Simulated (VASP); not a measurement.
A run of VASP 6.6.1:

Contents of INCAR:

```
PREC = Accurate
ENCUT = 600
EDIFF = 1E-6
ISMEAR = -1
SIGMA = 0.05
LREAL = F
LASPH = T
NELM = 80
ALGO = Normal
ISIF = 3
LWAVE = F
LCHARG = F
GGA = CA
IBRION = 2
NSW = 60
EDIFFG = -0.01
```

The input KPOINTS:

```
regular mesh
0
Gamma
  9 9 8
```

File POSCAR:

```
GaAs
1.0
    3.6064012100      0.0000000000      0.0000000000
   -1.8032006000      3.1232350600      0.0000000000
    0.0000000000      0.0000000000      3.5731941600
Ga As
1 1
Direct
    0.3333333300      0.6666666700      0.5000000000
    0.0000000000      0.0000000000      0.0000000000
```

Potentials or basis: VASP PAW LDA potentials, release 64 (Ga_d, As).

Launch:

```bash
$ cat potpaw_LDA.64/Ga_d/POTCAR potpaw_LDA.64/As/POTCAR > POTCAR
$ mpirun -np 1 vasp_std > vasp.out
```

Hardware: 1 thread of Intel(R) Xeon(R) 6975P-C (Granite Rapids), with other jobs on the host.

Task: How long does it take, and how much memory?

Result: It took 96 s on 1 thread of Intel(R) Xeon(R) 6975P-C (Granite Rapids), with other jobs on the host, peak memory 0.18 GiB. Counts: scf iterations 75, k points 60, ion steps 12.
